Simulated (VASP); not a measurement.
Input of a VASP 6.6.1 run:

The input INCAR:

```
SYSTEM = Tc
ALGO = Normal
EDIFF = 1E-6
EDIFFG = -0.01
ENCUT = 600
GGA = PE
IBRION = 2
ISIF = 3
ISMEAR = 1
IVDW = 13
LASPH = .TRUE.
LCHARG = .FALSE.
LREAL = .FALSE.
LWAVE = .FALSE.
NELM = 60
NSW = 60
PREC = Accurate
SIGMA = 0.2
```

File KPOINTS:

```
k-points
0
G
  13 13 13
  0 0 0
```

POSCAR

```
Tc
1.0
    0.0000000000      1.9500000000      1.9500000000
    1.9500000000      0.0000000000      1.9500000000
    1.9500000000      1.9500000000      0.0000000000
Tc
1
Direct
    0.0000000000      0.0000000000      0.0000000000
```

Potentials or basis: VASP PAW PBE potentials, release 64 (Tc_pv).

Command:

```console
$ cat potpaw_PBE.64/Tc_pv/POTCAR > POTCAR
$ mpirun -np 1 vasp_std > vasp.out
```

Q: Estimate the relaxed volume.

A: 14.19 Å³/atom.

Q: Estimate the dispersion energy per atom.

A: -0.610 eV.

Step by step:
| step | energy change (eV) | largest force (eV/Å) | pressure (GPa) | volume (Å³) |
| --- | --- | --- | --- | --- |
| 1 | 0.0000 | 0.0000 | -12.45 | 14.83 |
| 2 | 0.2245 | 0.0000 | 53.05 | 12.49 |
| 3 | -0.0259 | 0.0000 | -0.82 | 14.22 |
| 4 | -0.0260 | 0.0000 | -0.04 | 14.19 |
